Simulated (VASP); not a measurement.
Set up this calculation in VASP 6.6.1, as the native input.

```yaml
Task: electric field gradients
Functional: PBE
Potentials_or_basis: VASP PAW PBE potentials, release 64 (La)
Cutoff: 520 eV
k_mesh: 11 × 11 × 11
Occupations: fermi-dirac, width 0.05 eV
Spin: no spin polarisation
Dipole_correction: no
Further_INCAR_settings: ALGO = Normal; EDIFF = 1e-08; NBANDS = 12
```

The structure of La lies in POSCAR:

```
La
1.0
    0.0000000000      2.6302276524      2.6302276524
    2.6302276524      0.0000000000      2.6302276524
    2.6302276524      2.6302276524      0.0000000000
La
1
Direct
    0.0000000000      0.0000000000      0.0000000000
```

This isn't the form of La at room conditions, which is double hcp.

These files were run (other wordings do the same):

INCAR

```
SYSTEM = La
PREC     = Accurate       ! precision mode
ENCUT    = 520            ! plane-wave cutoff, eV
EDIFF    = 1E-8           ! SCF threshold, eV
ISMEAR   = -1             ! smearing method
SIGMA    = 0.05           ! smearing width, eV
LREAL    = .FALSE.        ! projectors in reciprocal space
LASPH    = .TRUE.         ! aspherical terms in the spheres
NELM     = 60             ! most SCF steps
ALGO     = Normal         ! electronic algorithm
ISIF     = 2              ! what is computed and relaxed
LWAVE    = .FALSE.        ! write WAVECAR
LCHARG   = .FALSE.        ! write CHGCAR
GGA      = PE             ! functional
LEFG     = .TRUE.       
NBANDS   = 12             ! bands
```

KPOINTS

```
regular mesh
0
G
  11 11 11
  0 0 0
```

Potentials or basis: VASP PAW PBE potentials, release 64 (La).

Run with:

```sh
$ cat potpaw_PBE.64/La/POTCAR > POTCAR
$ mpirun -np 1 vasp_std > vasp.out
```

It gave:

| Quantity | Value |
| --- | --- |
| Pressure | 0.5 GPa |
| Band gap on the k mesh | zero (an odd number of electrons rules out a gap without spin polarisation) |
| Largest electric field gradient by atom | under 0.05 V/Å² on every atom |

Caveat: spin-orbit coupling is left out, which moves the levels of the heavy elements.

Run time: 26 s on 1 thread of Intel(R) Xeon(R) Platinum 8488C (Sapphire Rapids), on a shared host, peak memory 0.18 GiB.
